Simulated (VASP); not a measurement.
Pt5Se9 (a cell with a defect): single point with PBE

The system is Pt5Se9 (a cell with a defect).

```xyz
28
Lattice="-5.6273 -3.2489 6.5013 5.6273 -3.2489 6.5013 0.0000 6.4979 6.5013" Properties=species:S:1:pos:R:3 pbc="T T T"
Pt   -1.8602   -3.2325    6.5185
Pt   -3.7225   -0.0032    6.5836
Pt    1.8692   -3.2329    6.5185
Pt    0.0044   -6.4967   13.0627
Pt    0.0049    0.0353    6.3434
Pt    0.0046    0.0037   13.0357
Pt   -1.8746    3.2872    6.4598
Pt   -1.8953   -3.2525   13.0851
Pt   -3.7433    0.0389   12.9627
Pt    0.0053    1.1283    3.6341
Se    0.0046   -2.2128   11.8068
Se   -1.8452    1.1103   11.7061
Se   -1.9771    1.1866    5.0478
Se    1.9867    1.1881    5.0485
Se    1.8543    1.1101   11.7056
Se   -3.7629   -2.1459    5.2570
Se    0.0045   -2.1950    5.1486
Se    0.0052    4.3883    5.1652
Se    3.7717   -2.1461    5.2570
Se   -1.7843   -1.0316    7.7720
Se    1.9173   -1.0546   14.3258
Se    1.7936   -1.0320    7.7720
Se    0.0040   -4.4076   14.4921
Se    0.0043    2.1658    7.7112
Se    0.0044    2.1793   14.3298
Se    3.7429    2.1608   14.3380
Se   -1.9075   -1.0548   14.3265
Se   -3.7335    2.1618   14.3389
```

This cell differs from its parent crystal: with an interstitial atom, then relaxed in part.

```yaml
Program: VASP 6.6.1
Task: single point
Functional: PBE
Potentials_or_basis: VASP PAW PBE potentials, release 64 (Pt, Se)
Cutoff: 520 eV
k_mesh: 2 × 2 × 2, shifted
Occupations: gaussian, width 0.01 eV
Spin: no spin polarisation
```

```yaml
Pressure: 0.3 GPa
Largest_force: 0.030 eV/Å
Band_gap_on_the_k_mesh: 0.85 eV
```

Forces on the atoms (eV/Å):
```
Pt   0.006 -0.001  0.001
Pt   0.015  0.002  0.000
Pt  -0.007 -0.002 -0.002
Pt   0.004  0.002  0.017
Pt  -0.004 -0.007  0.012
Pt   0.000  0.001 -0.013
Pt  -0.015 -0.007  0.012
Pt  -0.023  0.005  0.000
Pt   0.014 -0.010  0.007
Pt  -0.001 -0.007  0.018
Se  -0.002  0.008 -0.002
Se   0.003  0.004  0.002
Se   0.015  0.003  0.003
Se  -0.013  0.000  0.007
Se   0.009  0.005  0.002
Se  -0.002  0.002 -0.002
Se  -0.001  0.003  0.008
Se  -0.003 -0.010 -0.003
Se   0.000  0.001 -0.006
Se  -0.001  0.000 -0.013
Se   0.000  0.005  0.001
Se   0.003  0.004 -0.009
Se   0.003  0.003 -0.030
Se   0.001  0.001 -0.005
Se   0.002 -0.001 -0.001
Se   0.002  0.000 -0.001
Se   0.000  0.000  0.002
Se  -0.006 -0.004 -0.002
```

Stress tensor (GPa, compression positive):
```
 0.78  0.00  0.00
 0.00  0.47  0.01
 0.00  0.01 -0.25
```

Levels at points of the mesh, in eV from the valence-band top:
| k point | band 101 | band 102 | band 103 | band 104 | band 105 | band 106 | band 107 | band 108 |
| --- | --- | --- | --- | --- | --- | --- | --- | --- |
| (0.25, 0.25, 0.25) | -0.84 | -0.64 | -0.47 | -0.31 | 0.93 | 1.02 | 1.15 | 1.24 |

Wall time 23 min on 1 thread of Oxide Virtual Turin-like Processor, with other jobs on the host, peak memory 0.76 GiB.

Caveat: the cell differs from its parent crystal (with an interstitial atom, then relaxed in part); spin-orbit coupling is left out, which moves the levels of the heavy elements.
